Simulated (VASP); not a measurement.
Set up this calculation in VASP 6.6.1, as the native input.

| Property | Result |
| --- | --- |
| Task | relaxation of cell and atoms |
| Functional | PBE |
| Potentials or basis | VASP PAW PBE potentials, release 64 (Ta_pv, Ru_pv) |
| Cutoff | 600 eV |
| k mesh | 12 × 12 × 8 |
| Occupations | gaussian, width 0.1 eV |
| Spin | no spin polarisation |
| Dipole correction | no |
| Further INCAR settings | ALGO = Fast; EDIFF = 1e-07; IBRION = 2; EDIFFG = -0.01; NSW = 100; ISIF = 3 |

The structure of TaRu2 lies in POSCAR:

```
TaRu2
1.0
    4.8925147991      0.0000000000      0.0000000000
   -2.4462573995      4.2370421044      0.0000000000
    0.0000000000      0.0000000000      4.4041675023
Ta Ru
2 4
Direct
    0.3333333333      0.6666666667      0.0000000000
    0.6666666667      0.3333333333      0.0000000000
    0.0000000000      0.0000000000      0.0000000000
    0.6759477136      0.6759477136      0.5000000000
    0.3240522864      0.0000000000      0.5000000000
    0.0000000000      0.3240522864      0.5000000000
```

One way to write it, as run:

INCAR

```
PREC = Accurate
ENCUT = 600
EDIFF = 1E-7
ISMEAR = 0
SIGMA = 0.1
LREAL = False
LASPH = True
NELM = 60
ALGO = Fast
ISIF = 3
LWAVE = False
LCHARG = False
GGA = PE
IBRION = 2
NSW = 100
EDIFFG = -0.01
```

KPOINTS

```
regular mesh
0
Gamma
  12 12 8
```

Potentials or basis: VASP PAW PBE potentials, release 64 (Ta_pv, Ru_pv).

Launch:

```bash
$ cat potpaw_PBE.64/Ta_pv/POTCAR potpaw_PBE.64/Ru_pv/POTCAR > POTCAR
$ mpirun -np 1 vasp_std > vasp.out
```

It gave:

```yaml
Relaxed_volume: 15.23 Å³/atom
Relaxed_cell: a = 4.895 Å, b = 4.895 Å, c = 4.403 Å, α = 90.00°, β = 90.00°, γ = 120.00°
Space_group_after_relaxing_to_0.1_Å: P-62m (No. 189)
Energy_gained_by_relaxing: 0.0 meV/atom
Ionic_steps: 4
Pressure_after_relaxing: 0.0 GPa
Largest_force_after_relaxing: 0.005 eV/Å
Band_gap_on_the_k_mesh: zero (bands 39 and 40 overlap by 0.40 eV)
```

Caveat: spin-orbit coupling is left out, which moves the levels of the heavy elements.

Run time: 12 min on 1 thread of Intel(R) Xeon(R) 6975P-C (Granite Rapids), with other jobs on the host, peak memory 0.52 GiB.
